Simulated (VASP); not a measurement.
Here is a VASP 6.6.1 calculation.

Contents of INCAR:

```
SYSTEM = TiAl2
PREC = Accurate ; ENCUT = 520
EDIFF = 1E-6 ; ISMEAR = 0
SIGMA = 0.1 ; LREAL = .FALSE.
LASPH = .TRUE. ; NELM = 100
ALGO = Normal ; ISIF = 2
LWAVE = .FALSE. ; LCHARG = .FALSE.
LDIPOL = .TRUE. ; IDIPOL = 3
DIPOL = 0.5 0.5 0.497 ; GGA = PS
NBANDS = 48
```

File KPOINTS:

```
regular mesh
0
G
  9 9 1
  0 0 0
```

The input POSCAR:

```
TiAl2
1.0
    3.9006678799      0.0000000000      0.0000000000
    0.0000000000      3.9724249773      0.0000000000
    0.0000000000      0.0000000000     25.1697036736
Al Ti
8 4
Direct
    0.5000000000      0.0000000000      0.2979772864
    0.0000000000      0.5000000000      0.2979772864
    0.5000000000      0.5000000000      0.3807725326
    0.0000000000      0.5000000000      0.4546078495
    0.0000000000      0.0000000000      0.5374030957
    0.5000000000      0.5000000000      0.5374030957
    0.0000000000      0.5000000000      0.6201983419
    0.5000000000      0.5000000000      0.6940336588
    0.0000000000      0.0000000000      0.3727834778
    0.5000000000      0.0000000000      0.4625969043
    0.5000000000      0.0000000000      0.6122092870
    0.0000000000      0.0000000000      0.7020227136
```

Potentials or basis: VASP PAW PBE potentials, release 64 (Al, Ti_sv).

Run with:

```bash
$ cat potpaw_PBE.64/Al/POTCAR potpaw_PBE.64/Ti_sv/POTCAR > POTCAR
$ mpirun -np 1 vasp_std > vasp.out
```

(1) Estimate the largest force.

(2) What does it give for the band gap on the k mesh?

## Answers

(1) 0.787 eV/Å.

(2) zero (band 36 reaches 2.56 eV, above the bottom of band 37 at 1.76 eV).

Caveat: the PAW data sets were made with another functional, which shifts forces and pressure a little.
